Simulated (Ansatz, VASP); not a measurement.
B3Au in VASP and in Ansatz

```xyz
4
Lattice="3.5779 0.0000 0.0000 0.0265 3.5778 0.0000 0.0265 0.0263 3.5777" Properties=species:S:1:pos:R:3 pbc="T T T"
Au    0.0000    0.0000    0.0000
B     1.8155    1.0030    2.5939
B     2.6146    1.7962    0.9839
B     1.0164    2.6071    1.7889
```

Alike in both runs: task relaxation of cell and atoms; functional PBE; k mesh 5 × 5 × 5; no spin polarisation.

|  | VASP | Ansatz |
| --- | --- | --- |
| version | VASP 6.6.1 | Ansatz 0.2.0 |
| potentials or method | VASP PAW PBE potentials, release 64 (Au, B), cutoff 600 eV | PAW plane waves |
| occupations | fermi-dirac, width 0.1 eV | fermi-dirac |
| valence electrons in the cell | 20 | 28 |

VASP gave:

- gap on the k mesh at the Fermi level, each at its own relaxed structure (eV): none
- relaxed volume (Å³/atom): 10.09
- relaxed cell length with the largest relative difference (Å): 3.449

Task: Which values does Ansatz return?

Result: gap on the k mesh at the Fermi level, each at its own relaxed structure (eV): none; relaxed volume (Å³/atom): 10.10; relaxed cell length with the largest relative difference (Å): 3.450.

A gap of «none» marks a metal or a gap that the smearing closes. VASP's potentials hold 20 valence electrons a cell and Ansatz's 28, so a difference there can come from the potentials and not from the codes.

Neither program's run includes spin-orbit coupling.
